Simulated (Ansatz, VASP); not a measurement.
**SrLiH3 in VASP and in Ansatz**

Contents of INCAR:

```
ALGO = Normal
EDIFF = 1E-7
EDIFFG = -0.02
ENCUT = 600
GGA = PE
IBRION = 2
ISIF = 3
ISMEAR = 0
LASPH = True
LCHARG = False
LREAL = False
LWAVE = False
NELM = 100
NSW = 80
PREC = Accurate
SIGMA = 0.01
```

File KPOINTS:

```
k-points
0
Gamma
  4 4 4
```

POSCAR

```
SrLiH3
1.0
    4.6307910000      0.0000000000      0.0000000000
    0.0000000000      4.6307910000      0.0000000000
    0.0000000000      0.0000000000      4.6307910000
Li Sr H
1 1 3
Direct
    0.0000000000      0.0000000000      0.0000000000
    0.5000000000      0.5000000000      0.5000000000
    0.0000000000      0.5000000000      0.5000000000
    0.5000000000      0.0000000000      0.5000000000
    0.5000000000      0.5000000000      0.0000000000
```

Input for Ansatz:

```yaml
crystal:
  lattice:
    bravais: cubic
    a: 4.630791
  space_group: 221
  atoms:
    - { symbol: Li, position: [0.0, 0.0, 0.0] }
    - { symbol: Sr, position: [0.5, 0.5, 0.5] }
    - { symbol: H, position: [0.0, 0.5, 0.5] }
kpoints:
  mp_grid:
    grid: [4, 4, 4]
hamiltonian:
  xc: pbe
  dispersion: none
scf:
  occupations:
    method: fixed
relax:
  f_tol: 0.02
  cell: {}
```

Alike in both runs: task relaxation of cell and atoms; functional PBE; k mesh 4 × 4 × 4; no spin polarisation.

|  | VASP | Ansatz |
| --- | --- | --- |
| version | VASP 6.6.1 | Ansatz 0.2.0 |
| potentials or method | VASP PAW PBE potentials, release 64 (Li_sv, Sr_sv, H) | plane waves, PAW |
| plane-wave cutoff (eV) | 600 | 420 |
| occupations | gaussian, width 0.01 eV | fixed |
| valence electrons in the cell | 16 | 16 |

VASP gave:

- relaxed volume (Å³/atom): 19.93
- relaxed length of the cell vector where the two differ most in proportion (Å): 4.636

Question: Estimate Ansatz's values.

Answer: Relaxed volume (Å³/atom): 20.01; relaxed length of the cell vector where the two differ most in proportion (Å): 4.642.

Noted on VASP's run: the cutoff is under 1.25 times that of the potentials, so the pressure is a little rough.
